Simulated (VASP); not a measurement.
# ScGa3As2 (P-3m1) in VASP: single point with PBE

Aim: the single point of ScGa3As2 with PBE.

Program: VASP 6.6.1. These are calculated values, not measurements. Logs are shortened: lines on timing, memory, paths and dates and some standing lists are left out, and cuts for length are marked.

### Step 1. The cell of the first run

Symmetry: P-3m1, No. 164, trigonal system. Conventional cell: a = 3.915 Å, b = 3.915 Å, c = 9.530 Å, α = 90.00°, β = 90.00°, γ = 120.00°. Within 4.0 Å of Sc (site symmetry -3m) lie 6 As at 2.78 Å and 6 Ga at 3.74 Å and 6 Sc at 3.92 Å. Ga (site symmetry 3m) has 3 As at 2.64 Å and 3 Ga at 2.88 Å within 3.5 Å. Within 4.0 Å of Ga (site symmetry -3m) lie 12 Ga at 2.88 to 3.92 Å and 6 As at 3.87 Å. Within 3.5 Å of As (site symmetry 3m) lie 3 Ga at 2.64 Å and 3 Sc at 2.78 Å.

The cell was generated, and may not be a known phase.

### Step 2. Single point, PBE

The input, INCAR:

```
SYSTEM = ScGa3As2
ALGO     = Fast           ! electronic algorithm
EDIFF    = 1E-7           ! SCF threshold, eV
ENCUT    = 520            ! plane-wave cutoff, eV
GGA      = PE             ! functional
ISIF     = 2              ! what is computed and relaxed
ISMEAR   = 0              ! smearing method
LASPH    = .True.         ! aspherical terms in the spheres
LCHARG   = .False.        ! write CHGCAR
LREAL    = .False.        ! projectors in reciprocal space
LWAVE    = .False.        ! write WAVECAR
NBANDS   = 39             ! bands
NELM     = 100            ! most SCF steps
PREC     = Accurate       ! precision mode
SIGMA    = 0.1            ! smearing width, eV
```

The input, KPOINTS:

```
k-points
0
Gamma
  12 12 4
  0 0 0
```

The input, POSCAR:

```
ScGa3As2
1.0
    3.9154262285      0.0000000000      0.0000000000
   -1.9577131143      3.3908585806      0.0000000000
    0.0000000000      0.0000000000      9.5302543910
Sc Ga As
1 3 2
Direct
    0.0000000000      0.0000000000      0.0000000000
    0.3333333333      0.6666666667      0.6870554531
    0.6666666667      0.3333333333      0.3129445469
    0.0000000000      0.0000000000      0.5000000000
    0.3333333333      0.6666666667      0.1700777884
    0.6666666667      0.3333333333      0.8299222116
```

Potentials or basis: VASP PAW PBE potentials, release 64 (Sc_sv, Ga_d, As).

Command:

```bash
cat potpaw_PBE.64/Sc_sv/POTCAR potpaw_PBE.64/Ga_d/POTCAR potpaw_PBE.64/As/POTCAR > POTCAR
mpirun -np 1 vasp_std > vasp.out
```

OUTCAR:

```text
SYSTEM = ScGa3As2
   EDIFF = 1E-7
   ENCUT = 520
   GGA = PE
   ISIF = 2
   ISMEAR = 0
   LASPH = .True.
   LREAL = .False.
   NELM = 100
   PREC = Accurate

 ion  position               nearest neighbor table
   1  0.000  0.000  0.000-   5 2.78   6 2.78   6 2.78   5 2.78   6 2.78   5 2.78
   2  0.333  0.667  0.687-   6 2.64   6 2.64   6 2.64   4 2.88   4 2.88   4 2.88
   3  0.667  0.333  0.313-   5 2.64   5 2.64   5 2.64   4 2.88   4 2.88   4 2.88
   4  0.000  0.000  0.500-   2 2.88   3 2.88   3 2.88   2 2.88   3 2.88   2 2.88
   5  0.333  0.667  0.170-   3 2.64   3 2.64   3 2.64   1 2.78   1 2.78   1 2.78
   6  0.667  0.333  0.830-   2 2.64   2 2.64   2 2.64   1 2.78   1 2.78   1 2.78

  LATTYP: Found a hexagonal cell.
 ALAT       =     3.9154262285
 C/A-ratio  =     2.4340273152

  Lattice vectors:

 A1 = (   3.9154262285,   0.0000000000,   0.0000000000)
 A2 = (  -1.9577131143,   3.3908585806,   0.0000000000)
 A3 = (   0.0000000000,   0.0000000000,   9.5302543910)

Analysis of symmetry for initial positions (statically):
=====================================================================
 Subroutine PRICEL returns:
 Original cell was already a primitive cell.

 Routine SETGRP: Setting up the symmetry group for a
 hexagonal supercell.

 Subroutine GETGRP returns: Found 12 space group operations
 (whereof 12 operations were pure point group operations)
 out of a pool of 24 trial point group operations.

The static configuration has the point symmetry D_3d.

Analysis of symmetry for dynamics (positions and initial velocities):
=====================================================================
 Subroutine PRICEL returns:
 Original cell was already a primitive cell.

 Routine SETGRP: Setting up the symmetry group for a
 hexagonal supercell.

 Subroutine GETGRP returns: Found 12 space group operations
 (whereof 12 operations were pure point group operations)
 out of a pool of 24 trial point group operations.

The dynamic configuration has the point symmetry D_3d.

 Subroutine INISYM returns: Found 12 space group operations
 (whereof 12 operations are pure point group operations),
 and found     1 'primitive' translations

----------------------------------------------------------------------------------------

                                     Primitive cell

  volume of cell :     126.5299

  direct lattice vectors                    reciprocal lattice vectors
     3.915426228  0.000000000  0.000000000     0.255400036  0.147455280  0.000000000
    -1.957713114  3.390858581  0.000000000     0.000000000  0.294910559  0.000000000
     0.000000000  0.000000000  9.530254391     0.000000000  0.000000000  0.104928993

  length of vectors
     3.915426228  3.915426229  9.530254391     0.294910559  0.294910559  0.104928993

  position of ions in fractional coordinates (direct lattice)
     0.000000000  0.000000000  0.000000000
     0.333333333  0.666666667  0.687055453
     0.666666667  0.333333333  0.312944547
     0.000000000  0.000000000  0.500000000
     0.333333333  0.666666667  0.170077788
     0.666666667  0.333333333  0.829922212

  ion indices of the primitive-cell ions
   primitive index   ion index
                 1           1
                 2           2
                 3           3
                 4           4
                 5           5
                 6           6

----------------------------------------------------------------------------------------

 KPOINTS: k-points

Automatic generation of k-mesh.
 Grid dimensions read from file:
 generate k-points for:   12   12    4

 Generating k-lattice:

  Cartesian coordinates                     Fractional coordinates (reciprocal lattice)
     0.021283336  0.012287940  0.000000000     0.083333333  0.000000000  0.000000000
     0.000000000  0.024575880  0.000000000     0.000000000  0.083333333  0.000000000
     0.000000000  0.000000000  0.026232248     0.000000000  0.000000000  0.250000000

  Length of vectors
     0.024575880  0.024575880  0.026232248

  Shift w.r.t. Gamma in fractional coordinates (k-lattice)
     0.000000000  0.000000000  0.000000000

 Subroutine IBZKPT returns following result:
 ===========================================

 Found     69 irreducible k-points:

 Following reciprocal coordinates:
            Coordinates               Weight
  0.000000  0.000000  0.000000      1.000000
  0.083333  0.000000  0.000000      6.000000
  0.166667  0.000000  0.000000      6.000000
  0.250000  0.000000  0.000000      6.000000
  0.333333  0.000000  0.000000      6.000000
  0.416667  0.000000  0.000000      6.000000
[... 16 lines left out ...]
  0.166667  0.000000  0.250000      6.000000
  0.000000  0.166667  0.250000      6.000000
 [... further k-points ...]
   k-points           NKPTS =     69   k-points in BZ     NKDIM =     69   number of bands    NBANDS=     39
   number of dos      NEDOS =    301   number of ions     NIONS =      6
   total plane-waves  NPLWV =  64800
   dimension x,y,z NGX =    30 NGY =   30 NGZ =   72
   dimension x,y,z NGXF=    60 NGYF=   60 NGZF=  144
   ions per type =               1   3   2
   NGX,Y,Z   is equivalent  to a cutoff of  12.74, 12.74, 12.56 a.u.
   NGXF,Y,Z  is equivalent  to a cutoff of  25.48, 25.48, 25.12 a.u.
 SYSTEM =  ScGa3As2
   PREC   = accura    normal or accurate (medium, high low for compatibility)
   ISTART =      0    job   : 0-new  1-cont  2-samecut
   ICHARG =      2    charge: 1-file 2-atom 10-const
   ISPIN  =      1    spin polarized calculation?
   LNONCOLLINEAR =      F non collinear calculations
   LSORBIT =      F    spin-orbit coupling
   LASPH  =      T    aspherical Exc in radial PAW
   ENCUT  =  520.0 eV  38.22 Ry    6.18 a.u.   7.28  7.28 17.72*2*pi/ulx,y,z
   NELM   =    100;   NELMIN=  2; NELMDL= -5     # of ELM steps
   EDIFF  = 0.1E-06   stopping-criterion for ELM
   LREAL  =      F    real-space projection
   EDIFFG = 0.1E-05   stopping-criterion for IOM
   NSW    =      0    number of steps for IOM
   IBRION =     -1    ionic relax: 0-MD 1-quasi-New 2-CG
   NFREE  =      0    steps in history (QN), initial steepest desc. (CG)
   ISIF   =      2    stress and relaxation
   ISYM   =      2    0-nonsym 1-usesym 2-fastsym
   POTIM  = 0.5000    time-step for ionic-motion
   TEBEG  =    0.0;   TEEND  =   0.0 temperature during run
   PSTRESS=    0.0 pullay stress
   NELECT =      60.0000    total number of electrons
   NUPDOWN=      -1.0000    fix difference up-down
   EMIN   =  10.00;   EMAX   =-10.00  energy-range for DOS
   EFERMI =   0.00;   METHOD = LEGACY
   ISMEAR =     0;   SIGMA  =   0.10  broadening in eV -4-tet -1-fermi 0-gaus
   EFERMI_NEDOS =   21; number of points for ismear=-14 and -15
   IALGO  =     68    algorithm
   IMIX   =      4    mixing-type and parameters
     AMIX     =   0.40;   BMIX     =  1.00
     AMIX_MAG =   1.60;   BMIX_MAG =  1.00
  volume/ion in A,a.u.               =      21.09       142.31
  Fermi-wavevector in a.u.,A,eV,Ry     =   1.276618  2.412458 22.174130  1.629753
  Thomas-Fermi vector in A             =   2.409264
   LORBIT       =      0    0 simple, 1 ext, 2 COOP (PROOUT), +10 PAW based schemes
   GGA     = PE    functional components
   LHFCALC =     F    Hartree Fock is set to
   AEXX    =    0.0000 exact exchange contribution
   IVDW    =     0    specifies the selected vdW correction
   LEPSILON=     F    determine dielectric tensor
   LRPA    =     F    only Hartree local field effects (RPA)
 non-spin polarized calculation
 RMM-DIIS sequential band-by-band and
 Gauss-broadening in eV      SIGMA  =   0.10
  energy-cutoff  :      520.00
  volume of cell :      126.53
 maximum number of plane-waves:      3444
 NGX is ok and might be reduce to    30
   NGX = 15   NGY = 15   NGZ = 35

 number of electron      60.0000029 magnetization

 Free energy of the ion-electron system (eV)
  ---------------------------------------------------
  ext. energy  EPLUGINS =         0.00000000
  ---------------------------------------------------
  free energy    TOTEN  =       -26.61981281 eV

  energy without entropy =      -26.60699789  energy(sigma->0) =      -26.61340535

 E-fermi :   5.1152     XC(G=0): -10.2661

 val. band max:        5.1006428930   @ k =   0.2500   0.0000   0.0000
 cond. band min:       5.1206207357   @ k =   0.4167   0.0000   0.2500
 fundamental gap:      0.0199778427
 Fermi energy:         5.1151833188

 k-point     1 :       0.0000    0.0000    0.0000
  band No.  band energies     occupation
      1     -45.2130      2.00000
      2     -23.8981      2.00000
      3     -23.8025      2.00000
      4     -23.8025      2.00000
      5     -10.2018      2.00000
      6     -10.2018      2.00000
[... 31 lines left out ...]
     38       7.5546      0.00000
     39       9.7934      0.00000

 k-point     2 :       0.0833    0.0000    0.0000
  band No.  band energies     occupation
      1     -45.2128      2.00000
      2     -23.8972      2.00000
      3     -23.8065      2.00000
      4     -23.8034      2.00000
      5     -10.2006      2.00000
      6     -10.2000      2.00000
[... 31 lines left out ...]
     38       8.2876      0.00000
     39       8.6819      0.00000

 k-point     3 :       0.1667    0.0000    0.0000
  band No.  band energies     occupation
      1     -45.2120      2.00000
      2     -23.8950      2.00000
      3     -23.8173      2.00000
      4     -23.8059      2.00000
      5     -10.1974      2.00000
      6     -10.1940      2.00000
[... 31 lines left out ...]
     38       8.3459      0.00000
     39       9.0089      0.00000

 k-point     4 :       0.2500    0.0000    0.0000
  band No.  band energies     occupation
      1     -45.2110      2.00000
      2     -23.8918      2.00000
      3     -23.8319      2.00000
      4     -23.8092      2.00000
      5     -10.1932      2.00000
      6     -10.1824      2.00000
[... 31 lines left out ...]
     38       8.5069      0.00000
     39       9.7846      0.00000
[... 754 lines left out ...]
     38       8.0278      0.00000
     39       8.6182      0.00000

 k-point    23 :       0.1667    0.0000    0.2500
  band No.  band energies     occupation
      1     -45.2120      2.00000
      2     -23.8950      2.00000
      3     -23.8173      2.00000
      4     -23.8059      2.00000
      5     -10.1974      2.00000
      6     -10.1941      2.00000
[... 31 lines left out ...]
     38       8.2368      0.00000
     39       8.9753      0.00000

 k-point    24 :       0.0000    0.1667    0.2500
  band No.  band energies     occupation
      1     -45.2120      2.00000
      2     -23.8950      2.00000
      3     -23.8173      2.00000
      4     -23.8059      2.00000
      5     -10.1974      2.00000
      6     -10.1943      2.00000
[... 31 lines left out ...]
     38       8.8403      0.00000
     39       9.4108      0.00000

 [... further k-points ...]

------------------------ aborting loop because EDIFF is reached ----------------------------------------

  FORCE on cell =-STRESS in cart. coord.  units (eV):
  Direction    XX          YY          ZZ          XY          YZ          ZX
  --------------------------------------------------------------------------------------
  -------------------------------------------------------------------------------------
  Total        0.1347999      0.1347999      0.1351146     -0.0000000      0.0000000      0.0000000
  in kB        1.7068957      1.7068957      1.7108802     -0.0000000      0.0000000      0.0000000
  external PRESSURE =       1.7082239 kB  Pullay stress =       0.0000000 kB

 VOLUME and BASIS-vectors are now :
 -----------------------------------------------------------------------------
  energy-cutoff  :      520.00
  volume of cell :      126.53
      direct lattice vectors                 reciprocal lattice vectors
     3.915426228  0.000000000  0.000000000     0.255400036  0.147455280  0.000000000
    -1.957713114  3.390858581  0.000000000     0.000000000  0.294910559  0.000000000
     0.000000000  0.000000000  9.530254391     0.000000000  0.000000000  0.104928993

 POSITION                                       TOTAL-FORCE (eV/Angst)
 -----------------------------------------------------------------------------------
      0.00000      0.00000      0.00000         0.000000      0.000000      0.000000
     -0.00000      2.26057      6.54781        -0.000000     -0.000000     -0.014800
      1.95771      1.13029      2.98244         0.000000      0.000000      0.014800
      0.00000      0.00000      4.76513         0.000000      0.000000      0.000000
     -0.00000      2.26057      1.62088         0.000000      0.000000      0.003611
      1.95771      1.13029      7.90937        -0.000000      0.000000     -0.003611
 -----------------------------------------------------------------------------------
    total drift:                               -0.000000      0.000000      0.000000

  FREE ENERGIE OF THE ION-ELECTRON SYSTEM (eV)
  ---------------------------------------------------
  free  energy   TOTEN  =       -26.6198128052 eV

  energy  without entropy=      -26.6069978856  energy(sigma->0) =      -26.61340535
```

Wall time 17 min (1 thread of Intel Xeon 8259CL, shared host); peak memory 0.46 GiB.

Results:

```
Free energy            : -26.6198 eV
Pressure               : 0.2 GPa
Largest force          : 0.015 eV/Å
Band gap on the k mesh : zero (bands 30 and 31 overlap by 1.12 eV)
```

Forces in eV/Å, atoms in the order of the input:
```
Sc   0.000  0.000  0.000
Ga   0.000  0.000 -0.015
Ga   0.000  0.000  0.015
Ga   0.000  0.000  0.000
As   0.000  0.000  0.004
As   0.000  0.000 -0.004
```

Levels at points of the mesh, in eV from the Fermi level:
```
           k point  band 28  band 29  band 30  band 31  band 32  band 33
(0.00, 0.00, 0.00)    -0.48     0.59     0.64     0.86     0.86     1.25
(0.50, 0.00, 0.00)    -2.33    -1.80    -1.59    -0.28     0.15     1.30
(0.00, 0.00, 0.50)    -0.50    -0.50     0.83     0.83     1.23     1.93
(0.50, 0.00, 0.50)    -2.68    -2.17    -0.31     0.04     0.21     0.72
```
